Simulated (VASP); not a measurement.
**SnO (Romarchite): single point with PBE**

SnO (Romarchite):

```
Sn O
1.0
     3.77961    0.00000    0.00000
     0.00000    3.77961    0.00000
     0.00000    0.00000    4.84080
Sn O
2 2
Direct
  0.50000 0.00000 0.23690
  0.00000 0.50000 0.76310
  0.00000 0.00000 0.00000
  0.50000 0.50000 0.00000
```

```json
{"Program": "VASP 6.6.1", "Task": "single point", "Functional": "PBE", "Potentials or basis": "VASP PAW PBE potentials, release 64 (Sn_d, O)", "Cutoff": "520 eV", "k mesh": "5 × 5 × 4", "Occupations": "fermi-dirac, width 0.05 eV", "Spin": "no spin polarisation"}
```

- Pressure: 6.3 GPa
- Largest force: 0.707 eV/Å
- Band gap on the k mesh: 0.43 eV, indirect (least direct gap 2.10 eV)

Forces on the atoms (eV/Å):
```
Sn   0.000  0.000  0.707
Sn   0.000  0.000 -0.707
O    0.000  0.000  0.000
O    0.000  0.000  0.000
```

Stress tensor (GPa, compression positive):
```
6.89 0.00 0.00
0.00 6.89 0.00
0.00 0.00 5.12
```

Levels at points of the mesh, in eV from the valence-band top:
| k point | band 16 | band 17 | band 18 | band 19 | band 20 | band 21 | band 22 | band 23 | band 24 | band 25 |
| --- | --- | --- | --- | --- | --- | --- | --- | --- | --- | --- |
| (0.00, 0.00, 0.00) | -6.51 | -3.66 | -3.34 | -3.34 | 0.00 | 2.10 | 4.27 | 4.69 | 4.69 | 5.69 |
| (0.00, 0.00, 0.50) | -3.73 | -3.36 | -3.36 | -3.14 | -2.39 | 1.67 | 2.93 | 2.93 | 3.70 | 7.82 |

Run time: 29 s on 1 thread of AMD EPYC 7R13 Processor (Zen 3), on a shared host, peak memory 0.15 GiB.

Caveat: spin-orbit coupling is left out, which moves the levels of the heavy elements. PBE gaps usually lie below the measured ones, often by a third to a half.
